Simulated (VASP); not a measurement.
# MgO: single point with PBE

MgO:

```
CELL_PARAMETERS angstrom
3.24474 0.00000 0.00000
-1.62237 2.81002 0.00000
0.00000 0.00000 5.34668
ATOMIC_POSITIONS crystal
Mg 0.33333 0.66667 0.01608
Mg 0.66667 0.33333 0.51608
O 0.33333 0.66667 0.39828
O 0.66667 0.33333 0.89828
```

This cell differs from its parent crystal: c/a of the conventional cell at fixed volume 1.6478.

| Property | Result |
| --- | --- |
| Program | VASP 6.6.1 |
| Task | single point |
| Functional | PBE |
| Potentials or basis | VASP PAW PBE potentials, release 64 (Mg, O) |
| Cutoff | 520 eV |
| k mesh | 9 × 9 × 6 |
| Occupations | gaussian, width 0.05 eV |
| Spin | no spin polarisation |

The pressure is 0.3 GPa, the largest force is 0.196 eV/Å and the band gap on the k mesh is 3.56 eV, direct.

Forces in eV/Å, atoms in the order of the input:
```
Mg   0.000  0.000  0.196
Mg   0.000  0.000  0.196
O    0.000  0.000 -0.196
O    0.000  0.000 -0.196
```

Stress tensor (GPa, compression positive):
```
 3.06  0.00  0.00
 0.00  3.06  0.00
 0.00  0.00 -5.31
```

Levels at points of the mesh, in eV from the valence-band top:
```
           k point  band 6  band 7  band 8  band 9  band 10  band 11
(0.00, 0.00, 0.00)   -0.04   -0.04    0.00    3.56     8.60     9.77
(0.00, 0.00, 0.50)   -0.14   -0.14   -0.14    5.94     5.94    12.64
```

Wall time 60 s on 1 thread of AMD EPYC 7R13, with other jobs on the host, peak memory 0.15 GiB.

 A k mesh can miss the band edges.
